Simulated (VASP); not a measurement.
# Al3Cu (R-3m) in VASP: a series of runs, part 2 of 2

VASP 6.6.1. The steps go on from the part before.

### Step 3. Single point, PBEsol

The input, INCAR:

```
SYSTEM = Al3Cu
PREC = Accurate ; ENCUT = 520
EDIFF = 1E-6 ; ISMEAR = 0
SIGMA = 0.15 ; LREAL = .FALSE.
LASPH = .TRUE. ; NELM = 60
ALGO = Fast ; ISIF = 2
LWAVE = .FALSE. ; LCHARG = .FALSE.
GGA = PS ; NBANDS = 18
```

The input, KPOINTS:

```
regular mesh
0
G
  14 14 14
  0 0 0
```

The input, POSCAR:

```
Al3Cu
1.0
    3.8949377100      0.1011672132      0.1011672132
    0.1011672132      3.8949377100      0.1011672132
    0.1011672132      0.1011672132      3.8949377100
Al Cu
3 1
Direct
    0.0000000000      0.5000000000      0.5000000000
    0.5000000000      0.0000000000      0.5000000000
    0.5000000000      0.5000000000      0.0000000000
    0.0000000000      0.0000000000      0.0000000000
```

Potentials or basis: VASP PAW PBE potentials, release 64 (Al, Cu).

Started as:

```console
$ cat potpaw_PBE.64/Al/POTCAR potpaw_PBE.64/Cu/POTCAR > POTCAR
$ mpirun -np 1 vasp_std > vasp.out
```

OUTCAR:

```text
SYSTEM = Al3Cu
   PREC = Accurate
   ENCUT = 520
   EDIFF = 1E-6
   ISMEAR = 0
   LREAL = .FALSE.
   LASPH = .TRUE.
   NELM = 60
   ISIF = 2
   GGA = PS

 ion  position               nearest neighbor table
   1  0.000  0.500  0.500-   3 2.68   4 2.68   2 2.68   4 2.68   2 2.68   3 2.68   2 2.83   4 2.83
                             3 2.83   4 2.83   3 2.83   2 2.83
   2  0.500  0.000  0.500-   3 2.68   4 2.68   1 2.68   3 2.68   1 2.68   4 2.68   1 2.83   3 2.83
                             3 2.83   4 2.83   4 2.83   1 2.83
   3  0.500  0.500  0.000-   1 2.68   2 2.68   2 2.68   4 2.68   1 2.68   4 2.68   1 2.83   2 2.83
                             2 2.83   4 2.83   1 2.83   4 2.83
   4  0.000  0.000  0.000-   1 2.68   2 2.68   1 2.68   3 2.68   2 2.68   3 2.68   1 2.83   1 2.83
                             2 2.83   3 2.83   2 2.83   3 2.83

  LATTYP: Found a trigonal (rhomboedric) cell.
 ALAT       =     3.8975645440
 COS(alpha) =     0.0525517938

  Lattice vectors:

 A1 = (   3.8949377100,   0.1011672132,   0.1011672132)
 A2 = (   0.1011672132,   3.8949377100,   0.1011672132)
 A3 = (   0.1011672132,   0.1011672132,   3.8949377100)

Analysis of symmetry for initial positions (statically):
=====================================================================
 Subroutine PRICEL returns:
[... 176 lines left out ...]

 E-fermi :   8.3944     XC(G=0): -10.9283

 val. band max:        8.3943615622   @ k =  -0.4286   0.5000   0.2857
 cond. band min:       8.3945026052   @ k =  -0.3571   0.2857   0.0000
 fundamental gap:      0.0001410431
 Fermi energy:         8.3944159800

 k-point     1 :       0.0000    0.0000    0.0000
  band No.  band energies     occupation
      1      -2.8694      2.00000
      2       4.0433      2.00000
      3       4.0433      2.00000
      4       4.7504      2.00000
      5       4.7504      2.00000
      6       4.8064      2.00000
[... 481 lines left out ...]
      5       4.5127      2.00000
      6       4.7176      2.00000
[... 10 lines left out ...]
     17      15.4318      0.00000
     18      15.6487      0.00000

 [... further k-points ...]
[... 5 lines left out ...]
  --------------------------------------------------------------------------------------
  -------------------------------------------------------------------------------------
  Total        0.3110467      0.3110467      0.3110467     -0.6365608     -0.6365608     -0.6365608
  in kB        8.4508287      8.4508287      8.4508287    -17.2947207    -17.2947207    -17.2947207
  external PRESSURE =       8.4508287 kB  Pullay stress =       0.0000000 kB

 VOLUME and BASIS-vectors are now :
 -----------------------------------------------------------------------------
  energy-cutoff  :      520.00
  volume of cell :       58.97
      direct lattice vectors                 reciprocal lattice vectors
     3.894937710  0.101167213  0.101167213     0.257081614 -0.006508395 -0.006508395
     0.101167213  3.894937710  0.101167213    -0.006508395  0.257081614 -0.006508395
     0.101167213  0.101167213  3.894937710    -0.006508395 -0.006508395  0.257081614

 POSITION                                       TOTAL-FORCE (eV/Angst)
 -----------------------------------------------------------------------------------
      0.10117      1.99805      1.99805        -0.000000     -0.000000     -0.000000
      1.99805      0.10117      1.99805         0.000000      0.000000      0.000000
      1.99805      1.99805      0.10117        -0.000000     -0.000000     -0.000000
      0.00000      0.00000      0.00000         0.000000      0.000000     -0.000000
 -----------------------------------------------------------------------------------
    total drift:                                0.000000     -0.000000      0.000000

  FREE ENERGIE OF THE ION-ELECTRON SYSTEM (eV)
  ---------------------------------------------------
  free  energy   TOTEN  =       -16.6763522609 eV

  energy  without entropy=      -16.6599726050  energy(sigma->0) =      -16.66816243
```

OSZICAR:

```text
N       E                     dE             d eps       ncg     rms          rms(c)
DAV:   1     0.732284237205E+02    0.73228E+02   -0.82910E+03 10406   0.114E+03
DAV:   2    -0.152245830369E+02   -0.88453E+02   -0.81951E+02 10660   0.214E+02
DAV:   3    -0.195214317732E+02   -0.42968E+01   -0.41343E+01 14206   0.527E+01
DAV:   4    -0.196250480779E+02   -0.10362E+00   -0.10301E+00 14836   0.664E+00
DAV:   5    -0.196276073838E+02   -0.25593E-02   -0.25590E-02 14602   0.105E+00    0.183E+01
RMM:   6    -0.256289949936E+02   -0.60014E+01   -0.71330E+01 13486   0.117E+02    0.173E+01
RMM:   7    -0.172708368577E+02    0.83582E+01   -0.23000E+01 11533   0.695E+01    0.484E+00
RMM:   8    -0.167238656488E+02    0.54697E+00   -0.25155E+00 11204   0.232E+01    0.137E+00
RMM:   9    -0.166830406992E+02    0.40825E-01   -0.31009E-01 11402   0.293E+00    0.716E-01
RMM:  10    -0.166783831115E+02    0.46576E-02   -0.54492E-02 12555   0.203E+00    0.277E-01
RMM:  11    -0.166770351168E+02    0.13480E-02   -0.13021E-02 13272   0.748E-01    0.228E-01
RMM:  12    -0.166766307844E+02    0.40433E-03   -0.64865E-03 13084   0.117E+00    0.165E-01
RMM:  13    -0.166763379751E+02    0.29281E-03   -0.12955E-03 13248   0.495E-01    0.500E-02
RMM:  14    -0.166763412158E+02   -0.32407E-05   -0.33684E-04 15185   0.208E-01    0.228E-02
RMM:  15    -0.166763531851E+02   -0.11969E-04   -0.11194E-04 13589   0.714E-02    0.539E-02
RMM:  16    -0.166763547648E+02   -0.15796E-05   -0.25227E-05 13561   0.564E-02    0.310E-02
RMM:  17    -0.166763523043E+02    0.24604E-05   -0.75585E-06 12314   0.331E-02    0.218E-02
RMM:  18    -0.166763522609E+02    0.43421E-07   -0.44718E-06  9691   0.162E-02
   1 F= -.16676352E+02 E0= -.16668162E+02  d E =-.163797E-01
```

stdout:

```text
POSCAR found type information on POSCAR AlCu
 POSCAR found :  2 types and       4 ions
 scaLAPACK will be used
 -----------------------------------------------------------------------------
|                                                                             |
|                                                                             |
|     You enforced a specific xc type in the INCAR file but a different       |
|     I HOPE YOU KNOW WHAT YOU ARE DOING!                                     |
|                                                                             |
 -----------------------------------------------------------------------------

 LDA part: xc-table for (Slater+PW92), standard interpolation
 POSCAR, INCAR and KPOINTS ok, starting setup
 FFT: planning ... GRIDC
 FFT: planning ... GRID_SOFT
 FFT: planning ... GRID
 WAVECAR not read
 entering main loop
```

Wall time 2.5 min (1 thread of Intel Xeon 6975P-C (Granite Rapids), shared host); peak memory 0.38 GiB.

What came out:

```
Free energy            : -16.6764 eV
Pressure               : 0.8 GPa
Band gap on the k mesh : zero (bands 10 and 11 overlap by 4.04 eV)
```

Caveat: the PAW data sets were made with another functional, which shifts forces and pressure a little.
